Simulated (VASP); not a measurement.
# Sn3SeS2 (P-3m1) in VASP: density of states with PBE

Aim: the density of states of Sn3SeS2 with PBE.

All numbers are computed with VASP 6.6.1; they aren't measurements. Logs are shortened: lines on timing, memory, paths and dates and some standing lists are left out, and cuts for length are marked.

**1. The cell of the first run**

It takes space group P-3m1 (No. 164, trigonal). Conventional cell: a = 4.187 Å, b = 4.187 Å, c = 10.248 Å, α = 90.00°, β = 90.00°, γ = 120.00°. Sn (site symmetry 3m) has 3 S at 2.93 Å and 3 Se at 3.01 Å within 3.9 Å. Sn (site symmetry -3m) has 6 S at 2.93 Å within 3.9 Å. Se (site symmetry -3m) has 6 Sn at 3.01 Å within 4.0 Å. Within 3.9 Å of S (site symmetry 3m) lie 6 Sn at 2.93 Å.

**2. Density of states, PBE**

Contents of POSCAR:

```
Sn3SeS2
1.0
    4.1868804063      0.0000000000      0.0000000000
   -2.0934402032      3.6259447945      0.0000000000
    0.0000000000      0.0000000000     10.2482033000
Sn Se S
3 1 2
Direct
    0.6666666667      0.3333333333      0.8242870000
    0.0000000000      0.0000000000      0.5000000000
    0.3333333333      0.6666666667      0.1757130000
    0.0000000000      0.0000000000      0.0000000000
    0.3333333333      0.6666666667      0.6622190000
    0.6666666667      0.3333333333      0.3377810000
```

Contents of INCAR.step1:

```
SYSTEM = Sn3SeS2
ALGO     = Normal         ! electronic algorithm
EDIFF    = 1E-6           ! SCF threshold, eV
ENCUT    = 520            ! plane-wave cutoff, eV
GGA      = PE             ! functional
ISIF     = 2              ! what is computed and relaxed
ISMEAR   = 0              ! smearing method
LASPH    = .TRUE.         ! aspherical terms in the spheres
LCHARG   = .TRUE.         ! write CHGCAR
LREAL    = .FALSE.        ! projectors in reciprocal space
LUSENCCL = .FALSE.      
LWAVE    = .FALSE.        ! write WAVECAR
NBANDS   = 39             ! bands
NELM     = 100            ! most SCF steps
PREC     = Accurate       ! precision mode
SIGMA    = 0.02           ! smearing width, eV
```

Contents of KPOINTS.step1:

```
k-points
0
G
  12 12 4
  0 0 0
```

Contents of INCAR.step2:

```
SYSTEM = Sn3SeS2
ALGO     = Normal         ! electronic algorithm
EDIFF    = 1E-6           ! SCF threshold, eV
ENCUT    = 520            ! plane-wave cutoff, eV
GGA      = PE             ! functional
ICHARG   = 11             ! starting density
ISIF     = 2              ! what is computed and relaxed
ISMEAR   = -5             ! smearing method
LASPH    = .TRUE.         ! aspherical terms in the spheres
LCHARG   = .FALSE.        ! write CHGCAR
LORBIT   = 11             ! projections on sites
LREAL    = .FALSE.        ! projectors in reciprocal space
LUSENCCL = .FALSE.      
LWAVE    = .FALSE.        ! write WAVECAR
NEDOS    = 1001           ! points of the DOS
NELM     = 100            ! most SCF steps
PREC     = Accurate       ! precision mode
SIGMA    = 0.02           ! smearing width, eV
```

Contents of KPOINTS.step2:

```
k-points
0
G
  18 18 6
  0 0 0
```

Potentials or basis: VASP PAW PBE potentials, release 64 (Sn_d, Se, S).

The run is started by

```sh
$ cat potpaw_PBE.64/Sn_d/POTCAR potpaw_PBE.64/Se/POTCAR potpaw_PBE.64/S/POTCAR > POTCAR
$ cp INCAR.step1 INCAR
$ cp KPOINTS.step1 KPOINTS
$ mpirun -np 1 vasp_std > vasp.out
$ cp INCAR.step2 INCAR
$ cp KPOINTS.step2 KPOINTS
$ mpirun -np 1 vasp_std > vasp.out
```

OUTCAR:

```text
SYSTEM = Sn3SeS2
   EDIFF = 1E-6
   ENCUT = 520
   GGA = PE
   ICHARG = 11
   ISIF = 2
   ISMEAR = -5
   LASPH = .TRUE.
   LORBIT = 11
   LREAL = .FALSE.
   NELM = 100
   PREC = Accurate

 ion  position               nearest neighbor table
   1  0.667  0.333  0.824-   5 2.93   5 2.93   5 2.93   4 3.01   4 3.01   4 3.01
   2  0.000  0.000  0.500-   5 2.93   6 2.93   6 2.93   5 2.93   6 2.93   5 2.93
   3  0.333  0.667  0.176-   6 2.93   6 2.93   6 2.93   4 3.01   4 3.01   4 3.01
   4  0.000  0.000  0.000-   1 3.01   3 3.01   1 3.01   3 3.01   1 3.01   3 3.01
   5  0.333  0.667  0.662-   1 2.93   1 2.93   1 2.93   2 2.93   2 2.93   2 2.93
   6  0.667  0.333  0.338-   3 2.93   3 2.93   3 2.93   2 2.93   2 2.93   2 2.93

  LATTYP: Found a hexagonal cell.
 ALAT       =     4.1868804063
 C/A-ratio  =     2.4476942987

  Lattice vectors:

 A1 = (   4.1868804063,   0.0000000000,   0.0000000000)
 A2 = (  -2.0934402032,   3.6259447945,   0.0000000000)
 A3 = (   0.0000000000,   0.0000000000,  10.2482033000)

Analysis of symmetry for initial positions (statically):
=====================================================================
 Subroutine PRICEL returns:
 Original cell was already a primitive cell.

 Routine SETGRP: Setting up the symmetry group for a
 hexagonal supercell.

 Subroutine GETGRP returns: Found 12 space group operations
 (whereof 12 operations were pure point group operations)
 out of a pool of 24 trial point group operations.

The static configuration has the point symmetry D_3d.

Analysis of symmetry for dynamics (positions and initial velocities):
=====================================================================
 Subroutine PRICEL returns:
 Original cell was already a primitive cell.

 Routine SETGRP: Setting up the symmetry group for a
 hexagonal supercell.

 Subroutine GETGRP returns: Found 12 space group operations
 (whereof 12 operations were pure point group operations)
 out of a pool of 24 trial point group operations.

The dynamic configuration has the point symmetry D_3d.

 Subroutine INISYM returns: Found 12 space group operations
 (whereof 12 operations are pure point group operations),
 and found     1 'primitive' translations

----------------------------------------------------------------------------------------

                                     Primitive cell

  volume of cell :     155.5820

[... 109 lines left out ...]
   NELECT =      60.0000    total number of electrons
   NUPDOWN=      -1.0000    fix difference up-down
   EMIN   =  10.00;   EMAX   =-10.00  energy-range for DOS
   EFERMI =   0.00;   METHOD = LEGACY
   ISMEAR =    -5;   SIGMA  =   0.02  broadening in eV -4-tet -1-fermi 0-gaus
   EFERMI_NEDOS =   21; number of points for ismear=-14 and -15
   IALGO  =     38    algorithm
   IMIX   =      4    mixing-type and parameters
     AMIX     =   0.40;   BMIX     =  1.00
     AMIX_MAG =   1.60;   BMIX_MAG =  1.00
  volume/ion in A,a.u.               =      25.93       174.99
  Fermi-wavevector in a.u.,A,eV,Ry     =   1.191623  2.251840 19.319791  1.419965
  Thomas-Fermi vector in A             =   2.327680
   LORBIT       =     11    0 simple, 1 ext, 2 COOP (PROOUT), +10 PAW based schemes
   GGA     = PE    functional components
   LHFCALC =     F    Hartree Fock is set to
   AEXX    =    0.0000 exact exchange contribution
   IVDW    =     0    specifies the selected vdW correction
   LEPSILON=     F    determine dielectric tensor
   LRPA    =     F    only Hartree local field effects (RPA)
 non-spin polarized calculation
 Fermi weights with tetrahedron method with Bloechl corrections
  energy-cutoff  :      520.00
  volume of cell :      155.58
 maximum number of plane-waves:      4212

 number of electron      60.0000002 magnetization

 Free energy of the ion-electron system (eV)
  ---------------------------------------------------
  ext. energy  EPLUGINS =         0.00000000
  ---------------------------------------------------
  free energy    TOTEN  =       -25.74782306 eV

  energy without entropy =      -25.74782306  energy(sigma->0) =      -25.74782306

 E-fermi :   6.0902     XC(G=0):  -9.6367

 val. band max:        6.0664723776   @ k =   0.0556   0.0000   0.5000
 cond. band min:       6.2456472025   @ k =   0.0556   0.0000   0.5000
 fundamental gap:      0.1791748249
 Fermi energy:         6.0902364728

 k-point     1 :       0.0000    0.0000    0.0000
  band No.  band energies     occupation
      1     -15.6668      2.00000
      2     -15.6651      2.00000
      3     -15.6651      2.00000
      4     -15.6614      2.00000
      5     -15.6614      2.00000
      6     -15.6587      2.00000
[... 925 lines left out ...]
     35       9.3226      0.00000
     36       9.5767      0.00000

 [... further k-points ...]

------------------------ aborting loop because EDIFF is reached ----------------------------------------

  FORCE on cell =-STRESS in cart. coord.  units (eV):
  Direction    XX          YY          ZZ          XY          YZ          ZX
  --------------------------------------------------------------------------------------
  -------------------------------------------------------------------------------------
  Total       -0.0078644     -0.0078644     -0.0107504      0.0000000     -0.0000000      0.0000000
  in kB       -0.0809868     -0.0809868     -0.1107071      0.0000000     -0.0000000      0.0000000
  external PRESSURE =      -0.0908935 kB  Pullay stress =       0.0000000 kB

 VOLUME and BASIS-vectors are now :
 -----------------------------------------------------------------------------
  energy-cutoff  :      520.00
  volume of cell :      155.58
      direct lattice vectors                 reciprocal lattice vectors
     4.186880406  0.000000000  0.000000000     0.238841310  0.137895094 -0.000000000
    -2.093440203  3.625944795  0.000000000     0.000000000  0.275790189  0.000000000
     0.000000000  0.000000000 10.248203300     0.000000000 -0.000000000  0.097578080

 POSITION                                       TOTAL-FORCE (eV/Angst)
 -----------------------------------------------------------------------------------
      2.09344      1.20865      8.44746        -0.000000      0.000000     -0.000462
      0.00000      0.00000      5.12410        -0.000000      0.000000      0.000000
     -0.00000      2.41730      1.80074         0.000000     -0.000000      0.000462
      0.00000      0.00000      0.00000        -0.000000      0.000000      0.000000
     -0.00000      2.41730      6.78655        -0.000000      0.000000     -0.000624
      2.09344      1.20865      3.46165        -0.000000     -0.000000      0.000624
 -----------------------------------------------------------------------------------
    total drift:                                0.000000     -0.000000      0.000000

  FREE ENERGIE OF THE ION-ELECTRON SYSTEM (eV)
  ---------------------------------------------------
  free  energy   TOTEN  =       -25.7478230646 eV

  energy  without entropy=      -25.7478230646  energy(sigma->0) =      -25.74782306

 total charge

# of ion       s       p       d       tot
------------------------------------------
    1        1.404   0.633   9.991  12.027
    2        1.410   0.612   9.992  12.013
    3        1.404   0.633   9.991  12.027
    4        1.473   2.305   0.024   3.802
    5        1.361   2.300   0.000   3.661
    6        1.361   2.300   0.000   3.661
--------------------------------------------------
tot          8.412   8.783  29.997  47.192
```

Wall time 11 min (1 × NVIDIA H100 80GB with 1 thread of AMD EPYC 7R13 (Zen 3), shared host); peak memory 2 GiB.

Results:

```yaml
Valence_electrons_inside_the_program's_atomic_spheres: Sn 12.03, 12.01; Se 3.80; S 3.66
```

Caveat: spin-orbit coupling is left out, which moves the levels of the heavy elements.
